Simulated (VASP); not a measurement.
A run of VASP 6.6.1 is set up as follows.

INCAR

```
PREC = Accurate
ENCUT = 600
EDIFF = 1E-6
ISMEAR = 0
SIGMA = 0.0615
LREAL = F
LASPH = T
NELM = 200
ALGO = Normal
ISIF = 2
LWAVE = F
LCHARG = F
ISPIN = 2
MAGMOM = 2.5 -2.5 0 0 0 0
LORBIT = 11
LMAXMIX = 4
LDAU = T
LDAUTYPE = 2
LDAUL = 2 -1
LDAUU = 2.34 0
LDAUJ = 0 0
LDAUPRINT = 1
GGA = CA
NBANDS = 38
GGA_COMPAT = F
```

Contents of KPOINTS:

```
Automatic mesh
0
Gamma
  4 4 6
```

The input POSCAR:

```
MnO2
1.0
    4.4818854700      0.0000000000      0.0000000000
    0.0000000000      4.4818854700      0.0000000000
    0.0000000000      0.0000000000      2.9461749300
Mn O
2 4
Direct
    0.0000000000      0.0000000000      0.0000000000
    0.5000000000      0.5000000000      0.5000000000
    0.3040000000      0.3040000000      0.0000000000
    0.6960000000      0.6960000000      0.0000000000
    0.8040000000      0.1960000000      0.5000000000
    0.1960000000      0.8040000000      0.5000000000
```

Potentials or basis: VASP PAW LDA potentials, release 64 (Mn_pv, O).

The run is started by

```sh
$ cat potpaw_LDA.64/Mn_pv/POTCAR potpaw_LDA.64/O/POTCAR > POTCAR
$ mpirun -np 1 vasp_std > vasp.out
```

Problem. Predict the largest force.

Solution. 0.422 eV/Å.

Problem. What does it give for the band gap on the k mesh?

Solution. Zero (filled and empty bands touch).

Problem. Estimate the site moments.

Solution. Mn +2.79, -2.79; O -0.02, +0.02 μB.

Problem. Estimate the pressure.

Solution. -22.8 GPa.

Forces on the atoms (eV/Å):
```
Mn   0.000  0.000  0.000
Mn   0.000  0.000  0.000
O    0.299  0.299  0.000
O   -0.299 -0.299  0.000
O    0.299 -0.299  0.000
O   -0.299  0.299  0.000
```

The state reached can hang on the start; a lower one may exist.
